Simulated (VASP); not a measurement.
CoSi2, 6 atoms in the cell. Symmetry: Fm-3m, No. 225, cubic system. The conventional cell has a = 5.315 Å, b = 5.315 Å, c = 5.315 Å, α = 90.00°, β = 90.00°, γ = 90.00°. Within 3.0 Å of Co (site symmetry m-3m) lie 8 Si at 2.30 Å. Within 3.0 Å of Si (site symmetry -43m) lie 4 Co at 2.30 Å and 6 Si at 2.66 Å. 

```yaml
Program: VASP 6.6.1
Task: single point
Functional: r2SCAN
Potentials_or_basis: VASP PAW PBE potentials, release 64 (Co, Si)
Cutoff: 520 eV
k_mesh: 10 × 10 × 10
Occupations: gaussian, width 0.05 eV
Spin: collinear spin, antiferromagnetic start
Starting_moments: "[1.5, -1.5, 0.0, 0.0, 0.0, 0.0] μB"
Dipole_correction: no
Further_INCAR_settings: ALGO = Normal; EDIFF = 1e-06; NBANDS = 30
```

Potentials or basis: VASP PAW PBE potentials, release 64 (Co, Si).

Command:

```console
$ cat potpaw_PBE.64/Co/POTCAR potpaw_PBE.64/Si/POTCAR > POTCAR
$ cp INCAR.step1 INCAR
$ mpirun -np 1 vasp_std > vasp.out
$ cp INCAR.step2 INCAR
$ mpirun -np 1 vasp_std > vasp.out
```

Hardware: 1 thread of Oxide Virtual Turin-like Processor (shared host).

Question: How long does it take, and how much memory?

Answer: Run time: 2.3 h on 1 thread of Oxide Virtual Turin-like Processor (shared host), peak memory 0.66 GiB. Counts: k points 116.
